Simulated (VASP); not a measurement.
Write the native input for VASP 6.6.1 that does the following.

```
Task                   : single point
Functional             : PBE
Potentials or basis    : VASP PAW PBE potentials, release 64 (Yb, B)
Cutoff                 : 520 eV
k mesh                 : 12 × 12 × 10
Occupations            : gaussian, width 0.05 eV
Spin                   : no spin polarisation
Dipole correction      : no
Further INCAR settings : ALGO = Normal; EDIFF = 1e-07; NBANDS = 22
```

The structure of YbB2 lies in POSCAR:

```
YbB2
1.0
    3.2678218285      0.0000000000      0.0000000000
   -1.6339109143      2.8300167185      0.0000000000
    0.0000000000      0.0000000000      3.9067119840
Yb B
1 2
Direct
    0.0000000000      0.0000000000      0.0000000000
    0.3333333333      0.6666666667      0.5000000000
    0.6666666667      0.3333333333      0.5000000000
```

The input as run:

INCAR

```
SYSTEM = YbB2
ALGO     = Normal         ! electronic algorithm
EDIFF    = 1E-7           ! SCF threshold, eV
ENCUT    = 520            ! plane-wave cutoff, eV
GGA      = PE             ! functional
ISIF     = 2              ! what is computed and relaxed
ISMEAR   = 0              ! smearing method
LASPH    = .True.         ! aspherical terms in the spheres
LCHARG   = .False.        ! write CHGCAR
LREAL    = .False.        ! projectors in reciprocal space
LWAVE    = .False.        ! write WAVECAR
NBANDS   = 22             ! bands
NELM     = 60             ! most SCF steps
PREC     = Accurate       ! precision mode
SIGMA    = 0.05           ! smearing width, eV
```

KPOINTS

```
k-points
0
Gamma
  12 12 10
  0 0 0
```

Potentials or basis: VASP PAW PBE potentials, release 64 (Yb, B).

Run with:

```sh
$ cat potpaw_PBE.64/Yb/POTCAR potpaw_PBE.64/B/POTCAR > POTCAR
$ mpirun -np 1 vasp_std > vasp.out
```

Results of the run:

```json
{
  "Pressure": "-4.7 GPa",
  "Band gap on the k mesh": "zero (bands 15 and 16 overlap by 1.21 eV)"
}
```

Caveat: the cell stands under tension; spin-orbit coupling is left out, which moves the levels of the heavy elements.

Wall time 2.8 min on 1 thread of AMD EPYC 9R45 96-Core Processor (Zen 5), with other jobs on the host, peak memory 0.2 GiB.
